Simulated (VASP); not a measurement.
# Li3Ag (Fm-3m) in VASP: single point with LDA

Aim: the single point of Li3Ag with LDA.

All numbers are computed with VASP 6.6.1; they aren't measurements. Logs are shortened: lines on timing, memory, paths and dates and some standing lists are left out, and cuts for length are marked.

**1. The cell of the first run**

It takes space group Fm-3m (No. 225, cubic). Conventional cell: a = 6.404 Å, b = 6.404 Å, c = 6.404 Å, α = 90.00°, β = 90.00°, γ = 90.00°. Li (site symmetry -43m) has 10 Li at 2.77 to 3.20 Å and 4 Ag at 2.77 Å within 3.7 Å. Within 3.7 Å of Li (site symmetry m-3m) lie 8 Li at 2.77 Å and 6 Ag at 3.20 Å. Within 3.7 Å of Ag (site symmetry m-3m) lie 14 Li at 2.77 to 3.20 Å.

**2. Single point, LDA**

Contents of INCAR:

```
SYSTEM = Li3Ag
PREC = Accurate ; ENCUT = 750
EDIFF = 1E-6 ; ISMEAR = -1
SIGMA = 0.05 ; LREAL = .FALSE.
LASPH = .TRUE. ; NELM = 120
ALGO = Normal ; ISIF = 2
LWAVE = .FALSE. ; LCHARG = .FALSE.
NBANDS = 18 ; GGA_COMPAT = .FALSE.
```

Contents of KPOINTS:

```
Automatic mesh
0
G
  5 5 5
  0 0 0
```

Contents of POSCAR:

```
Li3Ag
1.0
    0.0000000000      3.2019500000      3.2019500000
    3.2019500000      0.0000000000      3.2019500000
    3.2019500000      3.2019500000      0.0000000000
Li Ag
3 1
Direct
    0.2500000000      0.2500000000      0.2500000000
    0.7500000000      0.7500000000      0.7500000000
    0.5000000000      0.5000000000      0.5000000000
    0.0000000000      0.0000000000      0.0000000000
```

Potentials or basis: VASP PAW LDA potentials, release 64 (Li_sv, Ag).

On the command line:

```console
$ cat potpaw_LDA.64/Li_sv/POTCAR potpaw_LDA.64/Ag/POTCAR > POTCAR
$ mpirun -np 1 vasp_std > vasp.out
```

OUTCAR:

```text
SYSTEM = Li3Ag
   PREC = Accurate
   ENCUT = 750
   EDIFF = 1E-6
   ISMEAR = -1
   LREAL = .FALSE.
   LASPH = .TRUE.
   NELM = 120
   ISIF = 2

 ion  position               nearest neighbor table
   1  0.250  0.250  0.250-   4 2.77   4 2.77   4 2.77   4 2.77
   2  0.750  0.750  0.750-   4 2.77   4 2.77   4 2.77   4 2.77
   3  0.500  0.500  0.500-
   4  0.000  0.000  0.000-   2 2.77   2 2.77   2 2.77   1 2.77   2 2.77   1 2.77   1 2.77   1 2.77

  LATTYP: Found a face centered cubic cell.
 ALAT       =     6.4039000000

  Lattice vectors:

 A1 = (   0.0000000000,   3.2019500000,   3.2019500000)
 A2 = (   3.2019500000,   0.0000000000,   3.2019500000)
 A3 = (   3.2019500000,   3.2019500000,   0.0000000000)

Analysis of symmetry for initial positions (statically):
=====================================================================
 Subroutine PRICEL returns:
 Original cell was already a primitive cell.

 Routine SETGRP: Setting up the symmetry group for a
 face centered cubic supercell.

 Subroutine GETGRP returns: Found 48 space group operations
 (whereof 48 operations were pure point group operations)
 out of a pool of 48 trial point group operations.

The static configuration has the point symmetry O_h .

Analysis of symmetry for dynamics (positions and initial velocities):
=====================================================================
 Subroutine PRICEL returns:
 Original cell was already a primitive cell.

 Routine SETGRP: Setting up the symmetry group for a
 face centered cubic supercell.

 Subroutine GETGRP returns: Found 48 space group operations
 (whereof 48 operations were pure point group operations)
 out of a pool of 48 trial point group operations.

The dynamic configuration has the point symmetry O_h .

 Subroutine INISYM returns: Found 48 space group operations
 (whereof 48 operations are pure point group operations),
 and found     1 'primitive' translations

----------------------------------------------------------------------------------------

                                     Primitive cell

  volume of cell :      65.6559

  direct lattice vectors                    reciprocal lattice vectors
     0.000000000  3.201950000  3.201950000    -0.156154843  0.156154843  0.156154843
[... 70 lines left out ...]
   LNONCOLLINEAR =      F non collinear calculations
   LSORBIT =      F    spin-orbit coupling
   LASPH  =      T    aspherical Exc in radial PAW
   ENCUT  =  750.0 eV  55.12 Ry    7.42 a.u.  10.11 10.11 10.11*2*pi/ulx,y,z
   NELM   =    120;   NELMIN=  2; NELMDL= -5     # of ELM steps
   EDIFF  = 0.1E-05   stopping-criterion for ELM
   LREAL  =      F    real-space projection
   EDIFFG = 0.1E-04   stopping-criterion for IOM
   NSW    =      0    number of steps for IOM
   IBRION =     -1    ionic relax: 0-MD 1-quasi-New 2-CG
   NFREE  =      0    steps in history (QN), initial steepest desc. (CG)
   ISIF   =      2    stress and relaxation
   ISYM   =      2    0-nonsym 1-usesym 2-fastsym
   POTIM  = 0.5000    time-step for ionic-motion
   TEBEG  =    0.0;   TEEND  =   0.0 temperature during run
   PSTRESS=    0.0 pullay stress
   NELECT =      20.0000    total number of electrons
   NUPDOWN=      -1.0000    fix difference up-down
   EMIN   =  10.00;   EMAX   =-10.00  energy-range for DOS
   EFERMI =   0.00;   METHOD = LEGACY
   ISMEAR =    -1;   SIGMA  =   0.05  broadening in eV -4-tet -1-fermi 0-gaus
   EFERMI_NEDOS =   21; number of points for ismear=-14 and -15
   IALGO  =     38    algorithm
   IMIX   =      4    mixing-type and parameters
     AMIX     =   0.40;   BMIX     =  1.00
     AMIX_MAG =   1.60;   BMIX_MAG =  1.00
  volume/ion in A,a.u.               =      16.41       110.77
  Fermi-wavevector in a.u.,A,eV,Ry     =   1.101523  2.081577 16.508672  1.213353
  Thomas-Fermi vector in A             =   2.237952
   LORBIT       =      0    0 simple, 1 ext, 2 COOP (PROOUT), +10 PAW based schemes
   GGA     = CA    functional components
   LHFCALC =     F    Hartree Fock is set to
   AEXX    =    0.0000 exact exchange contribution
   IVDW    =     0    specifies the selected vdW correction
   LEPSILON=     F    determine dielectric tensor
   LRPA    =     F    only Hartree local field effects (RPA)
 non-spin polarized calculation
  energy-cutoff  :      750.00
  volume of cell :       65.66
 maximum number of plane-waves:      3119
   NGX = 21   NGY = 21   NGZ = 21

 number of electron      20.0000009 magnetization

 Free energy of the ion-electron system (eV)
  ---------------------------------------------------
  ext. energy  EPLUGINS =         0.00000000
  ---------------------------------------------------
  free energy    TOTEN  =       -10.51001717 eV

  energy without entropy =      -10.49360982  energy(sigma->0) =      -10.50181350

 E-fermi :   2.8429     XC(G=0):  -9.0265

 val. band max:        2.8001234952   @ k =  -0.4000   0.4000   0.2000
 cond. band min:       3.3559496729   @ k =   0.4000   0.4000   0.0000
 fundamental gap:      0.5558261777
 Fermi energy:         2.8429171904

 k-point     1 :       0.0000    0.0000    0.0000
  band No.  band energies     occupation
      1     -42.4645      2.00000
      2     -42.0192      2.00000
      3     -42.0079      2.00000
      4      -1.9948      2.00000
      5      -1.7231      2.00000
      6      -1.7231      2.00000
[... 187 lines left out ...]
      5      -1.6433      2.00000
      6      -1.6032      2.00000
[... 10 lines left out ...]
     17      12.3561      0.00000
     18      13.7237      0.00000

------------------------ aborting loop because EDIFF is reached ----------------------------------------

  FORCE on cell =-STRESS in cart. coord.  units (eV):
  Direction    XX          YY          ZZ          XY          YZ          ZX
  --------------------------------------------------------------------------------------
  -------------------------------------------------------------------------------------
  Total       -0.9521491     -0.9521491     -0.9521491     -0.0000000     -0.0000000      0.0000000
  in kB      -23.2349582    -23.2349582    -23.2349582     -0.0000000     -0.0000000      0.0000000
  external PRESSURE =     -23.2349582 kB  Pullay stress =       0.0000000 kB

 VOLUME and BASIS-vectors are now :
 -----------------------------------------------------------------------------
  energy-cutoff  :      750.00
  volume of cell :       65.66
      direct lattice vectors                 reciprocal lattice vectors
     0.000000000  3.201950000  3.201950000    -0.156154843  0.156154843  0.156154843
     3.201950000  0.000000000  3.201950000     0.156154843 -0.156154843  0.156154843
     3.201950000  3.201950000  0.000000000     0.156154843  0.156154843 -0.156154843

 POSITION                                       TOTAL-FORCE (eV/Angst)
 -----------------------------------------------------------------------------------
      1.60098      1.60098      1.60098        -0.000000     -0.000000     -0.000000
      4.80293      4.80293      4.80293         0.000000      0.000000      0.000000
      3.20195      3.20195      3.20195         0.000000      0.000000      0.000000
      0.00000      0.00000      0.00000         0.000000      0.000000      0.000000
 -----------------------------------------------------------------------------------
    total drift:                               -0.000000      0.000000      0.000000

  FREE ENERGIE OF THE ION-ELECTRON SYSTEM (eV)
  ---------------------------------------------------
  free  energy   TOTEN  =       -10.5100171704 eV

  energy  without entropy=      -10.4936098200  energy(sigma->0) =      -10.50181350
```

stdout:

```text
POSCAR found type information on POSCAR LiAg
 POSCAR found :  2 types and       4 ions
 scaLAPACK will be used
 LDA part: xc-table for (Slater(with rela. corr.)+CA(PZ))
 , standard interpolation
 POSCAR, INCAR and KPOINTS ok, starting setup
 FFT: planning ... GRIDC
 FFT: planning ... GRID_SOFT
 FFT: planning ... GRID
 WAVECAR not read
 entering main loop
```

It took 15 s on 1 thread of Intel Xeon Platinum 8259CL at 2.50GHz (Skylake/Cascade Lake), shared host; peak memory 0.19 GiB.

What came out:

- Free energy: -10.5100 eV
- Pressure: -2.3 GPa
- Band gap on the k mesh: zero (bands 10 and 11 overlap by 4.48 eV)
